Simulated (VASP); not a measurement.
Crystal: Nd3Si2I.

```
Nd Si I
1.0
     3.93612   -4.02660    0.00000
     3.93612    4.02660    0.00000
     0.00000    0.00000    6.12715
Nd Si I
3 2 1
Direct
  0.00000 0.50000 0.00000
  0.50000 0.00000 0.00000
  0.50000 0.50000 0.00000
  0.88227 0.11773 0.00000
  0.11773 0.88227 0.00000
  0.50000 0.50000 0.50000
```

The cell was generated, and may not be a known phase.

| Quantity | Value |
| --- | --- |
| Program | VASP 6.6.1 |
| Task | relaxation of cell and atoms |
| Functional | PBE |
| Potentials or basis | VASP PAW PBE potentials, release 64 (Nd_3, Si, I), 4f in core |
| Cutoff | 500 eV |
| k mesh | 2 × 2 × 2 |
| Occupations | gaussian, width 0.15 eV |
| Spin | no spin polarisation |

At the start: pressure 28.2 GPa; volume 32.37 Å³/atom.

Where does the relaxation end?

Over 16 steps the energy falls by 1638.0 meV/atom and the volume is 47.65 Å³/atom (+47.2 %); space group Cmmm (No. 65, to 0.1 Å) before and after.

The path:
| step | energy change (eV) | largest force (eV/Å) | pressure (GPa) | volume (Å³) |
| --- | --- | --- | --- | --- |
| 1 | 0.0000 | 2.1867 | 28.25 | 194.22 |
| 2 | -6.9077 | 0.6117 | -4.05 | 387.68 |
| 3 | -9.0168 | 0.4907 | -0.34 | 290.57 |
| 4 | -9.0149 | 0.5250 | -0.74 | 295.76 |
| 5 | -9.0183 | 0.5109 | -0.57 | 293.52 |
| 6 | -9.4579 | 1.1603 | -0.31 | 288.87 |
| 7 | -9.4956 | 1.9269 | -0.06 | 287.14 |
| 8 | -9.7452 | 0.8244 | 0.08 | 283.77 |
| 9 | -9.7686 | 0.6023 | 0.68 | 279.37 |
| 10 | -9.8158 | 0.3283 | 0.29 | 281.90 |
| 11 | -9.8196 | 0.0520 | 0.43 | 280.83 |
| 12 | -9.8222 | 0.0956 | 0.37 | 281.23 |
| 13 | -9.8219 | 0.0465 | 0.39 | 281.10 |
| 14 | -9.8268 | 0.1312 | -0.05 | 286.16 |
| 15 | -9.8273 | 0.0925 | 0.05 | 284.99 |
| 16 | -9.8279 | 0.0172 | 0.00 | 285.90 |

Final structure:
```xyz
6
Lattice="5.6196 -4.0365 0.0000 5.6196 4.0365 0.0000 0.0000 0.0000 6.3019" Properties=species:S:1:pos:R:3 pbc="T T T"
Nd    2.8098    2.0182    0.0000
Nd    2.8098   -2.0182    0.0000
Nd    5.6196    0.0000    0.0000
Si    5.6196   -2.9205    0.0000
Si    5.6196    2.9205    0.0000
I     5.6196    0.0000    3.1510
```

Caveat: the k points lie up to 0.50 Å⁻¹ apart in the final cell, too coarse for converged energies and pressures of a metal; the volume moved by over 15 % at a fixed basis, so the end points are rough; the run has no spin polarisation, though such a crystal can be magnetic.
